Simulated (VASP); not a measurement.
# Sc (Fd-3m) in VASP: a series of runs

Sc is run at these levels: PBE; tasks: single point.

All numbers are computed with VASP 6.6.1; they aren't measurements. Logs are shortened: lines on timing, memory, paths and dates and some standing lists are left out, and cuts for length are marked.

**1. The cell of the first run**

Symmetry: Fd-3m, No. 227, cubic system. Conventional cell: a = 6.373 Å, b = 6.373 Å, c = 6.373 Å, α = 90.00°, β = 90.00°, γ = 90.00°. Sc (site symmetry -43m) has 4 Sc at 2.76 Å within 3.6 Å.

This isn't the form of Sc at room conditions, which is hcp.

**2. Single point, PBE**

INCAR reads:

```
SYSTEM = Sc
PREC = Accurate ; ENCUT = 520
EDIFF = 1E-7 ; ISMEAR = -1
SIGMA = 0.06122561905347299 ; LREAL = .False.
LASPH = .True. ; NELM = 60
ALGO = Fast ; ISIF = 2
LWAVE = .False. ; LCHARG = .False.
GGA = PE ; NBANDS = 18
```

KPOINTS reads:

```
regular mesh
0
Gamma
  15 15 15
  0 0 0
```

POSCAR reads:

```
Sc
1.0
    0.0000000000      3.1865289564      3.1865289564
    3.1865289564      0.0000000000      3.1865289564
    3.1865289564      3.1865289564      0.0000000000
Sc
2
Direct
    0.0000000000      0.0000000000      0.0000000000
    0.2500000000      0.2500000000      0.2500000000
```

Potentials or basis: VASP PAW PBE potentials, release 64 (Sc_sv).

On the command line:

```sh
$ cat potpaw_PBE.64/Sc_sv/POTCAR > POTCAR
$ mpirun -np 1 vasp_std > vasp.out
```

OUTCAR:

```text
SYSTEM = Sc
   PREC = Accurate
   ENCUT = 520
   EDIFF = 1E-7
   ISMEAR = -1
   LREAL = .False.
   LASPH = .True.
   NELM = 60
   ISIF = 2
   GGA = PE

 ion  position               nearest neighbor table
   1  0.000  0.000  0.000-   2 2.76   2 2.76   2 2.76   2 2.76
   2  0.250  0.250  0.250-   1 2.76   1 2.76   1 2.76   1 2.76

  LATTYP: Found a face centered cubic cell.
 ALAT       =     6.3730579128

  Lattice vectors:

 A1 = (   0.0000000000,   3.1865289564,   3.1865289564)
 A2 = (   3.1865289564,   0.0000000000,   3.1865289564)
 A3 = (   3.1865289564,   3.1865289564,   0.0000000000)

Analysis of symmetry for initial positions (statically):
=====================================================================
 Subroutine PRICEL returns:
 Original cell was already a primitive cell.

 Routine SETGRP: Setting up the symmetry group for a
 face centered cubic supercell.

 Subroutine GETGRP returns: Found 48 space group operations
 (whereof 24 operations were pure point group operations)
 out of a pool of 48 trial point group operations.

The static configuration has the point symmetry T_d .
 The point group associated with its full space group is O_h .

Analysis of symmetry for dynamics (positions and initial velocities):
=====================================================================
 Subroutine PRICEL returns:
 Original cell was already a primitive cell.

 Routine SETGRP: Setting up the symmetry group for a
 face centered cubic supercell.

 Subroutine GETGRP returns: Found 48 space group operations
 (whereof 24 operations were pure point group operations)
 out of a pool of 48 trial point group operations.

The dynamic configuration has the point symmetry T_d .
 The point group associated with its full space group is O_h .

 Subroutine INISYM returns: Found 48 space group operations
 (whereof 24 operations are pure point group operations),
 and found     1 'primitive' translations

----------------------------------------------------------------------------------------

                                     Primitive cell

  volume of cell :      64.7118

  direct lattice vectors                    reciprocal lattice vectors
     0.000000000  3.186528956  3.186528956    -0.156910547  0.156910547  0.156910547
     3.186528956  0.000000000  3.186528956     0.156910547 -0.156910547  0.156910547
     3.186528956  3.186528956  0.000000000     0.156910547  0.156910547 -0.156910547

  length of vectors
     4.506432467  4.506432467  4.506432467     0.271777039  0.271777039  0.271777039

  position of ions in fractional coordinates (direct lattice)
     0.000000000  0.000000000  0.000000000
     0.250000000  0.250000000  0.250000000

  ion indices of the primitive-cell ions
   primitive index   ion index
                 1           1
                 2           2

----------------------------------------------------------------------------------------

 KPOINTS: regular mesh

Automatic generation of k-mesh.
 Grid dimensions read from file:
 generate k-points for:   15   15   15

 Generating k-lattice:

  Cartesian coordinates                     Fractional coordinates (reciprocal lattice)
    -0.010460703  0.010460703  0.010460703     0.066666667  0.000000000  0.000000000
     0.010460703 -0.010460703  0.010460703     0.000000000  0.066666667  0.000000000
     0.010460703  0.010460703 -0.010460703     0.000000000  0.000000000  0.066666667

  Length of vectors
     0.018118469  0.018118469  0.018118469

  Shift w.r.t. Gamma in fractional coordinates (k-lattice)
     0.000000000  0.000000000  0.000000000

 Subroutine IBZKPT returns following result:
 ===========================================

 Found    120 irreducible k-points:

 Following reciprocal coordinates:
            Coordinates               Weight
  0.000000  0.000000  0.000000      1.000000
  0.066667  0.000000  0.000000      8.000000
  0.133333  0.000000  0.000000      8.000000
  0.200000  0.000000  0.000000      8.000000
  0.266667  0.000000  0.000000      8.000000
  0.333333  0.000000  0.000000      8.000000
[... 16 lines left out ...]
  0.133333  0.133333  0.000000      6.000000
  0.200000  0.133333  0.000000     24.000000
 [... further k-points ...]
   k-points           NKPTS =    120   k-points in BZ     NKDIM =    120   number of bands    NBANDS=     18
   number of dos      NEDOS =    301   number of ions     NIONS =      2
   total plane-waves  NPLWV =  46656
   dimension x,y,z NGX =    36 NGY =   36 NGZ =   36
   dimension x,y,z NGXF=    72 NGYF=   72 NGZF=   72
   ions per type =               2
   NGX,Y,Z   is equivalent  to a cutoff of  13.28, 13.28, 13.28 a.u.
   NGXF,Y,Z  is equivalent  to a cutoff of  26.56, 26.56, 26.56 a.u.
 SYSTEM =  Sc
   PREC   = accura    normal or accurate (medium, high low for compatibility)
   ISTART =      0    job   : 0-new  1-cont  2-samecut
   ICHARG =      2    charge: 1-file 2-atom 10-const
   ISPIN  =      1    spin polarized calculation?
   LNONCOLLINEAR =      F non collinear calculations
   LSORBIT =      F    spin-orbit coupling
   LASPH  =      T    aspherical Exc in radial PAW
   ENCUT  =  520.0 eV  38.22 Ry    6.18 a.u.   8.38  8.38  8.38*2*pi/ulx,y,z
   NELM   =     60;   NELMIN=  2; NELMDL= -5     # of ELM steps
   EDIFF  = 0.1E-06   stopping-criterion for ELM
   LREAL  =      F    real-space projection
   EDIFFG = 0.1E-05   stopping-criterion for IOM
   NSW    =      0    number of steps for IOM
   IBRION =     -1    ionic relax: 0-MD 1-quasi-New 2-CG
   NFREE  =      0    steps in history (QN), initial steepest desc. (CG)
   ISIF   =      2    stress and relaxation
   ISYM   =      2    0-nonsym 1-usesym 2-fastsym
   POTIM  = 0.5000    time-step for ionic-motion
   TEBEG  =    0.0;   TEEND  =   0.0 temperature during run
   PSTRESS=    0.0 pullay stress
   NELECT =      22.0000    total number of electrons
   NUPDOWN=      -1.0000    fix difference up-down
   EMIN   =  10.00;   EMAX   =-10.00  energy-range for DOS
   EFERMI =   0.00;   METHOD = LEGACY
   ISMEAR =    -1;   SIGMA  =   0.06  broadening in eV -4-tet -1-fermi 0-gaus
   EFERMI_NEDOS =   21; number of points for ismear=-14 and -15
   IALGO  =     68    algorithm
   IMIX   =      4    mixing-type and parameters
     AMIX     =   0.40;   BMIX     =  1.00
     AMIX_MAG =   1.60;   BMIX_MAG =  1.00
  volume/ion in A,a.u.               =      32.36       218.35
  Fermi-wavevector in a.u.,A,eV,Ry     =   1.142583  2.159169 17.762358  1.305497
  Thomas-Fermi vector in A             =   2.279281
   LORBIT       =      0    0 simple, 1 ext, 2 COOP (PROOUT), +10 PAW based schemes
   GGA     = PE    functional components
   LHFCALC =     F    Hartree Fock is set to
   AEXX    =    0.0000 exact exchange contribution
   IVDW    =     0    specifies the selected vdW correction
   LEPSILON=     F    determine dielectric tensor
   LRPA    =     F    only Hartree local field effects (RPA)
 non-spin polarized calculation
 RMM-DIIS sequential band-by-band and
  energy-cutoff  :      520.00
  volume of cell :       64.71
 maximum number of plane-waves:      1807
 NGX is ok and might be reduce to    36
   NGX = 17   NGY = 17   NGZ = 17

 number of electron      22.0000003 magnetization

 Free energy of the ion-electron system (eV)
  ---------------------------------------------------
  ext. energy  EPLUGINS =         0.00000000
  ---------------------------------------------------
  free energy    TOTEN  =        -8.54270787 eV

  energy without entropy =       -8.48434845  energy(sigma->0) =       -8.51352816

 E-fermi :   2.0453     XC(G=0):  -8.6305

 val. band max:        2.0442235007   @ k =   0.2667   0.1333   0.0667
 cond. band min:       2.0480816848   @ k =   0.1333   0.0667   0.0000
 fundamental gap:      0.0038581841
 Fermi energy:         2.0452625304

 k-point     1 :       0.0000    0.0000    0.0000
  band No.  band energies     occupation
      1     -47.8376      2.00000
      2     -47.5710      2.00000
      3     -26.6255      2.00000
      4     -26.6255      2.00000
      5     -26.6255      2.00000
      6     -26.1656      2.00000
[... 10 lines left out ...]
     17       3.7303      0.00000
     18       5.6923      0.00000

 k-point     2 :       0.0667    0.0000    0.0000
  band No.  band energies     occupation
      1     -47.8354      2.00000
      2     -47.5732      2.00000
      3     -26.6281      2.00000
      4     -26.6281      2.00000
      5     -26.6254      2.00000
      6     -26.1662      2.00000
[... 10 lines left out ...]
     17       3.7247      0.00000
     18       5.6882      0.00000

 k-point     3 :       0.1333    0.0000    0.0000
  band No.  band energies     occupation
      1     -47.8291      2.00000
      2     -47.5796      2.00000
      3     -26.6352      2.00000
      4     -26.6352      2.00000
      5     -26.6251      2.00000
      6     -26.1679      2.00000
[... 10 lines left out ...]
     17       3.7198      0.00000
     18       5.6737      0.00000

 k-point     4 :       0.2000    0.0000    0.0000
  band No.  band energies     occupation
      1     -47.8192      2.00000
      2     -47.5897      2.00000
      3     -26.6453      2.00000
      4     -26.6453      2.00000
      5     -26.6249      2.00000
      6     -26.1702      2.00000
[... 10 lines left out ...]
     17       3.7498      0.00000
     18       5.6435      0.00000

 k-point     5 :       0.2667    0.0000    0.0000
  band No.  band energies     occupation
      1     -47.8065      2.00000
      2     -47.6025      2.00000
      3     -26.6565      2.00000
      4     -26.6565      2.00000
      5     -26.6249      2.00000
      6     -26.1725      2.00000
[... 10 lines left out ...]
     17       3.8537      0.00000
     18       5.5902      0.00000

 k-point     6 :       0.3333    0.0000    0.0000
  band No.  band energies     occupation
      1     -47.7928      2.00000
      2     -47.6165      2.00000
      3     -26.6667      2.00000
      4     -26.6667      2.00000
      5     -26.6250      2.00000
      6     -26.1746      2.00000
[... 10 lines left out ...]
     17       4.0315      0.00000
     18       5.5243      0.00000

 k-point     7 :       0.4000    0.0000    0.0000
  band No.  band energies     occupation
      1     -47.7803      2.00000
      2     -47.6291      2.00000
      3     -26.6744      2.00000
      4     -26.6744      2.00000
      5     -26.6253      2.00000
      6     -26.1761      2.00000
[... 10 lines left out ...]
     17       4.2351      0.00000
     18       5.4178      0.00000

 k-point     8 :       0.4667    0.0000    0.0000
  band No.  band energies     occupation
      1     -47.7724      2.00000
      2     -47.6371      2.00000
      3     -26.6785      2.00000
      4     -26.6785      2.00000
      5     -26.6255      2.00000
      6     -26.1768      2.00000
[... 10 lines left out ...]
     17       4.3843      0.00000
     18       5.3244      0.00000
[... 229 lines left out ...]
     17       3.9998      0.00000
     18       5.5186      0.00000

 k-point    20 :      -0.2000    0.0667    0.0000
  band No.  band energies     occupation
      1     -47.8134      2.00000
      2     -47.5956      2.00000
      3     -26.6618      2.00000
      4     -26.6467      2.00000
      5     -26.6164      2.00000
      6     -26.1791      2.00000
[... 10 lines left out ...]
     17       3.8432      0.00000
     18       5.6187      0.00000

 k-point    21 :      -0.1333    0.0667    0.0000
  band No.  band energies     occupation
      1     -47.8243      2.00000
      2     -47.5845      2.00000
      3     -26.6487      2.00000
      4     -26.6368      2.00000
      5     -26.6194      2.00000
      6     -26.1743      2.00000
[... 10 lines left out ...]
     17       3.7677      0.00000
     18       5.6507      0.00000

 k-point    22 :      -0.0667    0.0667    0.0000
  band No.  band energies     occupation
      1     -47.8319      2.00000
      2     -47.5768      2.00000
      3     -26.6367      2.00000
      4     -26.6301      2.00000
      5     -26.6225      2.00000
      6     -26.1698      2.00000
[... 10 lines left out ...]
     17       3.7433      0.00000
     18       5.6502      0.00000

 k-point    23 :       0.1333    0.1333    0.0000
  band No.  band energies     occupation
      1     -47.8261      2.00000
      2     -47.5826      2.00000
      3     -26.6465      2.00000
      4     -26.6465      2.00000
      5     -26.6065      2.00000
      6     -26.1871      2.00000
[... 10 lines left out ...]
     17       3.7620      0.00000
     18       5.7195      0.00000

 k-point    24 :       0.2000    0.1333    0.0000
  band No.  band energies     occupation
      1     -47.8186      2.00000
      2     -47.5903      2.00000
      3     -26.6571      2.00000
      4     -26.6571      2.00000
      5     -26.5979      2.00000
      6     -26.1969      2.00000
[... 10 lines left out ...]
     17       3.8014      0.00000
     18       5.4716      0.00000

 [... further k-points ...]

------------------------ aborting loop because EDIFF is reached ----------------------------------------

  FORCE on cell =-STRESS in cart. coord.  units (eV):
  Direction    XX          YY          ZZ          XY          YZ          ZX
  --------------------------------------------------------------------------------------
  -------------------------------------------------------------------------------------
  Total        0.2671108      0.2671108      0.2671108      0.0000000      0.0000000     -0.0000000
  in kB        6.6133026      6.6133026      6.6133026      0.0000000      0.0000000     -0.0000000
  external PRESSURE =       6.6133026 kB  Pullay stress =       0.0000000 kB

 VOLUME and BASIS-vectors are now :
 -----------------------------------------------------------------------------
  energy-cutoff  :      520.00
  volume of cell :       64.71
      direct lattice vectors                 reciprocal lattice vectors
     0.000000000  3.186528956  3.186528956    -0.156910547  0.156910547  0.156910547
     3.186528956  0.000000000  3.186528956     0.156910547 -0.156910547  0.156910547
     3.186528956  3.186528956  0.000000000     0.156910547  0.156910547 -0.156910547

 POSITION                                       TOTAL-FORCE (eV/Angst)
 -----------------------------------------------------------------------------------
      0.00000      0.00000      0.00000        -0.000000     -0.000000     -0.000000
      1.59326      1.59326      1.59326         0.000000      0.000000      0.000000
 -----------------------------------------------------------------------------------
    total drift:                                0.000000      0.000000      0.000000

  FREE ENERGIE OF THE ION-ELECTRON SYSTEM (eV)
  ---------------------------------------------------
  free  energy   TOTEN  =        -8.5427078704 eV

  energy  without entropy=       -8.4843484546  energy(sigma->0) =       -8.51352816
```

Wall time 2.3 min (1 thread of Intel Xeon Platinum 8488C (Sapphire Rapids), shared host); peak memory 0.28 GiB.

What came out:

```
Free energy            : -8.5427 eV
Pressure               : 0.7 GPa
Band gap on the k mesh : zero (bands 11 and 12 overlap by 0.60 eV)
```

Levels at points of the mesh, in eV from the Fermi level:
```csv
k point,band 8,band 9,band 10,band 11,band 12,band 13,band 14,band 15
"(0.00, 0.00, 0.00)",-28.21,-4.15,-0.02,-0.02,0.26,0.26,0.26,1.69
```

**3. Single point, PBE**

This run uses another cell than the first one, of 33.04 Å³/atom.

INCAR reads:

```
SYSTEM = Sc
PREC     = Accurate       ! precision mode
ENCUT    = 520            ! plane-wave cutoff, eV
EDIFF    = 1E-7           ! SCF threshold, eV
ISMEAR   = -1             ! smearing method
SIGMA    = 0.06122561905347299 ! smearing width, eV
LREAL    = .False.        ! projectors in reciprocal space
LASPH    = .True.         ! aspherical terms in the spheres
NELM     = 80             ! most SCF steps
ALGO     = Fast           ! electronic algorithm
ISIF     = 2              ! what is computed and relaxed
LWAVE    = .False.        ! write WAVECAR
LCHARG   = .False.        ! write CHGCAR
GGA      = PE             ! functional
NBANDS   = 18             ! bands
```

KPOINTS is that of step 2.

POSCAR reads:

```
Sc
1.0
    0.0000000000      3.2089700406      3.2089700406
    3.2089700406      0.0000000000      3.2089700406
    3.2089700406      3.2089700406      0.0000000000
Sc
2
Direct
    0.0000000000      0.0000000000      0.0000000000
    0.2500000000      0.2500000000      0.2500000000
```

Potentials or basis: VASP PAW PBE potentials, release 64 (Sc_sv).

On the command line:

```sh
$ cat potpaw_PBE.64/Sc_sv/POTCAR > POTCAR
$ mpirun -np 1 vasp_std > vasp.out
```

Wall time 2.2 min (1 thread of Intel Xeon Platinum 8488C (Sapphire Rapids), shared host); peak memory 0.28 GiB.

It converged, with:

```
Free energy            : -8.5477 eV
Pressure               : 0.4 GPa
Band gap on the k mesh : zero (bands 11 and 12 overlap by 0.57 eV)
```

Levels at points of the mesh, in eV from the Fermi level:
```tsv
k point	band 9	band 10	band 11	band 12	band 13	band 14
(0.00, 0.00, 0.00)	-4.12	-0.01	-0.01	0.24	0.24	0.24
```

[end of part 1 of 2]
